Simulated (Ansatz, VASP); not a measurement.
Se: VASP beside Ansatz

```xyz
6
Lattice="5.5240 3.1893 1.8727 -5.5240 3.1893 1.8727 0.0000 -6.3785 1.8727" Properties=species:S:1:pos:R:3 pbc="T T T"
Se    0.7041    4.3602    3.2035
Se    3.4241   -2.7899    3.2035
Se   -4.1281   -1.5704    3.2035
Se   -0.7041   -4.3602    2.4147
Se   -3.4241    2.7899    2.4147
Se    4.1281    1.5704    2.4147
```

Alike in both runs: functional PBE; k mesh 6 × 6 × 6; occupations gaussian, width 0.02 eV; no spin polarisation.

Ansatz relaxed the structure, and its values are those at the end. VASP's run is a single point on that final structure, the one shown.

|  | VASP | Ansatz |
| --- | --- | --- |
| version | VASP 6.6.1 | Ansatz 0.2.0 |
| potentials or method | VASP PAW PBE potentials, release 64 (Se), cutoff 520 eV | scalar-relativistic, plane waves, PAW |
| valence electrons in the cell | 36 | 96 |

Ansatz gave:

- gap on the k mesh at the Fermi level (eV): 1.58
- least direct gap on the mesh (eV): 1.65
- pressure (GPa): 0.0
- rms of the force components (eV/Å): 0.003

Question: Which values does VASP return?

Answer: gap on the k mesh at the Fermi level (eV): 1.57; least direct gap on the mesh (eV): 1.65; pressure (GPa): 0.1; rms of the force components (eV/Å): 0.019.

VASP's potentials hold 36 valence electrons a cell and Ansatz's 96, so a difference there can come from the potentials and not from the codes.
